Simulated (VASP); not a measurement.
A run of VASP 6.6.1:

Contents of POSCAR:

```
SrB6
1.0
    4.2707596386      0.0000000000      0.0000000000
    0.0000000000      4.2707596386      0.0000000000
    0.0000000000      0.0000000000      4.2707596386
Sr B
1 6
Direct
    0.0000000000      0.0000000000      0.0000000000
    0.5000000000      0.5000000000      0.2048257888
    0.5000000000      0.5000000000      0.7951742112
    0.2048257888      0.5000000000      0.5000000000
    0.7951742112      0.5000000000      0.5000000000
    0.5000000000      0.2048257888      0.5000000000
    0.5000000000      0.7951742112      0.5000000000
```

INCAR.step1

```
PREC = Accurate ; ENCUT = 520
ISMEAR = 0 ; SIGMA = 0.1
LREAL = F ; LASPH = T
NELM = 60 ; NBANDS = 23
GGA = PE ; ALGO = Normal
EDIFF = 1E-4 ; LWAVE = T
LCHARG = F
```

The input INCAR.step2:

```
PREC = Accurate ; ENCUT = 520
EDIFF = 1E-7 ; ISMEAR = 0
SIGMA = 0.1 ; LREAL = F
LASPH = T ; NELM = 60
ALGO = Normal ; ISIF = 2
LWAVE = F ; LCHARG = F
METAGGA = R2SCAN ; LMIXTAU = T
NBANDS = 23 ; ISTART = 1
```

Contents of KPOINTS:

```
Automatic mesh
0
Gamma
  8 8 8
```

Potentials or basis: VASP PAW PBE potentials, release 64 (Sr_sv, B).

The run is started by

```bash
$ cat potpaw_PBE.64/Sr_sv/POTCAR potpaw_PBE.64/B/POTCAR > POTCAR
$ cp INCAR.step1 INCAR
$ mpirun -np 1 vasp_std > vasp.out
$ cp INCAR.step2 INCAR
$ mpirun -np 1 vasp_std > vasp.out
```

Hardware: 1 thread of Intel(R) Xeon(R) 6975P-C (Granite Rapids) (shared host).

Problem. Estimate the wall time of this run.

Solution. It took 75 s on 1 thread of Intel(R) Xeon(R) 6975P-C (Granite Rapids) (shared host), peak memory 0.21 GiB. Counts: k points 35.
